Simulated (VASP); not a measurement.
# V (Pm-3n) in VASP: single point with PBE

Aim: the single point of V with PBE.

All numbers are computed with VASP 6.6.1; they aren't measurements. Logs are shortened: lines on timing, memory, paths and dates and some standing lists are left out, and cuts for length are marked.

## 1. The cell of the first run

The structure is cubic, space group Pm-3n (No. 223). Conventional cell: a = 4.787 Å, b = 4.787 Å, c = 4.787 Å, α = 90.00°, β = 90.00°, γ = 90.00°. Within 3.5 Å of V (site symmetry m-3) lie 12 V at 2.68 Å. Within 3.2 Å of V (site symmetry -4m2) lie 14 V at 2.39 to 2.93 Å.

## 2. Single point, PBE

Contents of INCAR:

```
SYSTEM = V
PREC = Accurate
ENCUT = 520
EDIFF = 1E-6
ISMEAR = -1
SIGMA = 0.1
LREAL = .False.
LASPH = .True.
NELM = 100
ALGO = Normal
ISIF = 2
LWAVE = .False.
LCHARG = .False.
GGA = PE
NBANDS = 62
```

Contents of KPOINTS:

```
Automatic mesh
0
Gamma
  7 7 7
  0 0 0
```

Contents of POSCAR:

```
V
1.0
    4.7873560556      0.0000000000      0.0000000000
    0.0000000000      4.7873560556      0.0000000000
    0.0000000000      0.0000000000      4.7873560556
V
8
Direct
    1.0000000000      0.0000000000      1.0000000000
    0.5000000000      0.5000000000      0.5000000000
    0.2500000000      0.0000000000      0.5000000000
    0.7500000000      1.0000000000      0.5000000000
    0.5000000000      0.2500000000      1.0000000000
    0.5000000000      0.7500000000      1.0000000000
    0.0000000000      0.5000000000      0.2500000000
    0.0000000000      0.5000000000      0.7500000000
```

Potentials or basis: VASP PAW PBE potentials, release 64 (V_sv).

Run with:

```sh
> cat potpaw_PBE.64/V_sv/POTCAR > POTCAR
> mpirun -np 1 vasp_std > vasp.out
```

OUTCAR:

```text
SYSTEM = V
   PREC = Accurate
   ENCUT = 520
   EDIFF = 1E-6
   ISMEAR = -1
   LREAL = .False.
   LASPH = .True.
   NELM = 100
   ISIF = 2
   GGA = PE

 ion  position               nearest neighbor table
   1  0.000  0.000  0.000-   3 2.68   4 2.68   5 2.68   6 2.68   7 2.68   8 2.68   3 2.68   4 2.68
                             7 2.68   8 2.68   5 2.68   6 2.68
   2  0.500  0.500  0.500-   3 2.68   4 2.68   5 2.68   6 2.68   7 2.68   8 2.68   5 2.68   6 2.68
                             3 2.68   4 2.68   7 2.68   8 2.68
   3  0.250  0.000  0.500-   4 2.39   4 2.39   1 2.68   1 2.68   2 2.68   2 2.68
   4  0.750  0.000  0.500-   3 2.39   3 2.39   1 2.68   1 2.68   2 2.68   2 2.68
   5  0.500  0.250  0.000-   6 2.39   6 2.39   1 2.68   2 2.68   2 2.68   1 2.68
   6  0.500  0.750  0.000-   5 2.39   5 2.39   1 2.68   2 2.68   2 2.68   1 2.68
   7  0.000  0.500  0.250-   8 2.39   8 2.39   1 2.68   2 2.68   1 2.68   2 2.68
   8  0.000  0.500  0.750-   7 2.39   7 2.39   1 2.68   2 2.68   1 2.68   2 2.68

  LATTYP: Found a simple cubic cell.
 ALAT       =     4.7873560556

  Lattice vectors:

 A1 = (   4.7873560556,   0.0000000000,   0.0000000000)
 A2 = (   0.0000000000,   4.7873560556,   0.0000000000)
 A3 = (   0.0000000000,   0.0000000000,   4.7873560556)

Analysis of symmetry for initial positions (statically):
=====================================================================
 Subroutine PRICEL returns:
 Original cell was already a primitive cell.

 Routine SETGRP: Setting up the symmetry group for a
 simple cubic supercell.

 Subroutine GETGRP returns: Found 48 space group operations
 (whereof 24 operations were pure point group operations)
 out of a pool of 48 trial point group operations.

The static configuration has the point symmetry T_h .
 The point group associated with its full space group is O_h .

Analysis of symmetry for dynamics (positions and initial velocities):
=====================================================================
 Subroutine PRICEL returns:
 Original cell was already a primitive cell.

 Routine SETGRP: Setting up the symmetry group for a
 simple cubic supercell.

 Subroutine GETGRP returns: Found 48 space group operations
 (whereof 24 operations were pure point group operations)
 out of a pool of 48 trial point group operations.

The dynamic configuration has the point symmetry T_h .
 The point group associated with its full space group is O_h .

 Subroutine INISYM returns: Found 48 space group operations
 (whereof 24 operations are pure point group operations),
 and found     1 'primitive' translations

----------------------------------------------------------------------------------------

                                     Primitive cell

  volume of cell :     109.7204

  direct lattice vectors                    reciprocal lattice vectors
     4.787356056  0.000000000  0.000000000     0.208883565  0.000000000  0.000000000
     0.000000000  4.787356056  0.000000000     0.000000000  0.208883565  0.000000000
     0.000000000  0.000000000  4.787356056     0.000000000  0.000000000  0.208883565

  length of vectors
     4.787356056  4.787356056  4.787356056     0.208883565  0.208883565  0.208883565

  position of ions in fractional coordinates (direct lattice)
     0.000000000  0.000000000  0.000000000
     0.500000000  0.500000000  0.500000000
     0.250000000  0.000000000  0.500000000
     0.750000000  0.000000000  0.500000000
     0.500000000  0.250000000  0.000000000
     0.500000000  0.750000000  0.000000000
     0.000000000  0.500000000  0.250000000
     0.000000000  0.500000000  0.750000000

  ion indices of the primitive-cell ions
   primitive index   ion index
                 1           1
                 2           2
                 3           3
                 4           4
                 5           5
                 6           6
                 7           7
                 8           8

----------------------------------------------------------------------------------------

 KPOINTS: Automatic mesh

Automatic generation of k-mesh.
 Grid dimensions read from file:
 generate k-points for:    7    7    7

 Generating k-lattice:

  Cartesian coordinates                     Fractional coordinates (reciprocal lattice)
     0.029840509  0.000000000  0.000000000     0.142857143  0.000000000  0.000000000
     0.000000000  0.029840509  0.000000000     0.000000000  0.142857143  0.000000000
     0.000000000  0.000000000  0.029840509     0.000000000  0.000000000  0.142857143

  Length of vectors
     0.029840509  0.029840509  0.029840509

  Shift w.r.t. Gamma in fractional coordinates (k-lattice)
     0.000000000  0.000000000  0.000000000

 Subroutine IBZKPT returns following result:
 ===========================================

 Found     20 irreducible k-points:

 Following reciprocal coordinates:
            Coordinates               Weight
  0.000000  0.000000  0.000000      1.000000
  0.142857  0.000000  0.000000      6.000000
  0.285714  0.000000  0.000000      6.000000
  0.428571  0.000000  0.000000      6.000000
  0.142857  0.142857  0.000000     12.000000
  0.285714  0.142857  0.000000     24.000000
[... 12 lines left out ...]
  0.428571  0.428571  0.285714     24.000000
  0.428571  0.428571  0.428571      8.000000
   k-points           NKPTS =     20   k-points in BZ     NKDIM =     20   number of bands    NBANDS=     62
   number of dos      NEDOS =    301   number of ions     NIONS =      8
   total plane-waves  NPLWV =  46656
   dimension x,y,z NGX =    36 NGY =   36 NGZ =   36
   dimension x,y,z NGXF=    72 NGYF=   72 NGZF=   72
   ions per type =               8
   NGX,Y,Z   is equivalent  to a cutoff of  12.50, 12.50, 12.50 a.u.
   NGXF,Y,Z  is equivalent  to a cutoff of  25.00, 25.00, 25.00 a.u.
 SYSTEM =  V
   PREC   = accura    normal or accurate (medium, high low for compatibility)
   ISTART =      0    job   : 0-new  1-cont  2-samecut
   ICHARG =      2    charge: 1-file 2-atom 10-const
   ISPIN  =      1    spin polarized calculation?
   LNONCOLLINEAR =      F non collinear calculations
   LSORBIT =      F    spin-orbit coupling
   LASPH  =      T    aspherical Exc in radial PAW
   ENCUT  =  520.0 eV  38.22 Ry    6.18 a.u.   8.90  8.90  8.90*2*pi/ulx,y,z
   NELM   =    100;   NELMIN=  2; NELMDL= -5     # of ELM steps
   EDIFF  = 0.1E-05   stopping-criterion for ELM
   LREAL  =      F    real-space projection
   EDIFFG = 0.1E-04   stopping-criterion for IOM
   NSW    =      0    number of steps for IOM
   IBRION =     -1    ionic relax: 0-MD 1-quasi-New 2-CG
   NFREE  =      0    steps in history (QN), initial steepest desc. (CG)
   ISIF   =      2    stress and relaxation
   ISYM   =      2    0-nonsym 1-usesym 2-fastsym
   POTIM  = 0.5000    time-step for ionic-motion
   TEBEG  =    0.0;   TEEND  =   0.0 temperature during run
   PSTRESS=    0.0 pullay stress
   NELECT =     104.0000    total number of electrons
   NUPDOWN=      -1.0000    fix difference up-down
   EMIN   =  10.00;   EMAX   =-10.00  energy-range for DOS
   EFERMI =   0.00;   METHOD = LEGACY
   ISMEAR =    -1;   SIGMA  =   0.10  broadening in eV -4-tet -1-fermi 0-gaus
   EFERMI_NEDOS =   21; number of points for ismear=-14 and -15
   IALGO  =     38    algorithm
   IMIX   =      4    mixing-type and parameters
     AMIX     =   0.40;   BMIX     =  1.00
     AMIX_MAG =   1.60;   BMIX_MAG =  1.00
  volume/ion in A,a.u.               =      13.72        92.55
  Fermi-wavevector in a.u.,A,eV,Ry     =   1.608139  3.038942 35.186171  2.586111
  Thomas-Fermi vector in A             =   2.704056
   LORBIT       =      0    0 simple, 1 ext, 2 COOP (PROOUT), +10 PAW based schemes
   GGA     = PE    functional components
   LHFCALC =     F    Hartree Fock is set to
   AEXX    =    0.0000 exact exchange contribution
   IVDW    =     0    specifies the selected vdW correction
   LEPSILON=     F    determine dielectric tensor
   LRPA    =     F    only Hartree local field effects (RPA)
 non-spin polarized calculation
  energy-cutoff  :      520.00
  volume of cell :      109.72
 maximum number of plane-waves:      2971
 NGX is ok and might be reduce to    36
   NGX = 17   NGY = 17   NGZ = 17

 number of electron     104.0000009 magnetization

 Free energy of the ion-electron system (eV)
  ---------------------------------------------------
  ext. energy  EPLUGINS =         0.00000000
  ---------------------------------------------------
  free energy    TOTEN  =       -71.73059362 eV

  energy without entropy =      -71.36532141  energy(sigma->0) =      -71.54795751

 E-fermi :   9.4959     XC(G=0): -12.8058

 val. band max:        9.4900492482   @ k =   0.2857   0.1429   0.1429
 cond. band min:       9.5067853908   @ k =   0.0000   0.0000   0.0000
 fundamental gap:      0.0167361426
 Fermi energy:         9.4959472422

 k-point     1 :       0.0000    0.0000    0.0000
  band No.  band energies     occupation
      1     -54.3536      2.00000
      2     -54.2219      2.00000
      3     -54.2219      2.00000
      4     -54.2070      2.00000
      5     -54.1351      2.00000
      6     -54.0435      2.00000
[... 54 lines left out ...]
     61      11.4434      0.00000
     62      11.4435      0.00000

 k-point     2 :       0.1429    0.0000    0.0000
  band No.  band energies     occupation
      1     -54.3463      2.00000
      2     -54.2254      2.00000
      3     -54.2155      2.00000
      4     -54.2069      2.00000
      5     -54.1373      2.00000
      6     -54.0522      2.00000
[... 54 lines left out ...]
     61      11.3290      0.00000
     62      11.5445      0.00000

 k-point     3 :       0.2857    0.0000    0.0000
  band No.  band energies     occupation
      1     -54.3260      2.00000
      2     -54.2412      2.00000
      3     -54.2012      2.00000
      4     -54.1995      2.00000
      5     -54.1412      2.00000
      6     -54.0758      2.00000
[... 1094 lines left out ...]
     61      11.6045      0.00000
     62      11.6557      0.00000

 k-point    20 :       0.4286    0.4286    0.4286
  band No.  band energies     occupation
      1     -54.2149      2.00000
      2     -54.2097      2.00000
      3     -54.1640      2.00000
      4     -54.1636      2.00000
      5     -54.1636      2.00000
      6     -54.1231      2.00000
[... 54 lines left out ...]
     61      11.6393      0.00000
     62      11.6393      0.00000

------------------------ aborting loop because EDIFF is reached ----------------------------------------

  FORCE on cell =-STRESS in cart. coord.  units (eV):
  Direction    XX          YY          ZZ          XY          YZ          ZX
  --------------------------------------------------------------------------------------
  -------------------------------------------------------------------------------------
  Total        0.1958874      0.1958874      0.1958874      0.0000000      0.0000000     -0.0000000
  in kB        2.8604199      2.8604199      2.8604199      0.0000000      0.0000000     -0.0000000
  external PRESSURE =       2.8604199 kB  Pullay stress =       0.0000000 kB

 VOLUME and BASIS-vectors are now :
 -----------------------------------------------------------------------------
  energy-cutoff  :      520.00
  volume of cell :      109.72
      direct lattice vectors                 reciprocal lattice vectors
     4.787356056  0.000000000  0.000000000     0.208883565  0.000000000  0.000000000
     0.000000000  4.787356056  0.000000000     0.000000000  0.208883565  0.000000000
     0.000000000  0.000000000  4.787356056     0.000000000  0.000000000  0.208883565

 POSITION                                       TOTAL-FORCE (eV/Angst)
 -----------------------------------------------------------------------------------
      0.00000      0.00000      0.00000        -0.000000     -0.000000     -0.000000
      2.39368      2.39368      2.39368        -0.000000     -0.000000     -0.000000
      1.19684      0.00000      2.39368         0.000000      0.000000     -0.000000
      3.59052      0.00000      2.39368        -0.000000     -0.000000      0.000000
      2.39368      1.19684      0.00000        -0.000000     -0.000000     -0.000000
      2.39368      3.59052      0.00000         0.000000      0.000000      0.000000
      0.00000      2.39368      1.19684        -0.000000      0.000000     -0.000000
      0.00000      2.39368      3.59052         0.000000      0.000000      0.000000
 -----------------------------------------------------------------------------------
    total drift:                                0.000000      0.000000     -0.000000

  FREE ENERGIE OF THE ION-ELECTRON SYSTEM (eV)
  ---------------------------------------------------
  free  energy   TOTEN  =       -71.7305936165 eV

  energy  without entropy=      -71.3653214066  energy(sigma->0) =      -71.54795751
```

It took 1.9 min on 1 thread of Intel Xeon Platinum 8375C at 2.90GHz (Ice Lake), shared host; peak memory 0.25 GiB.

Results:

```
Free energy            : -71.7306 eV
Pressure               : 0.3 GPa
Band gap on the k mesh : zero (bands 52 and 53 overlap by 0.25 eV)
```
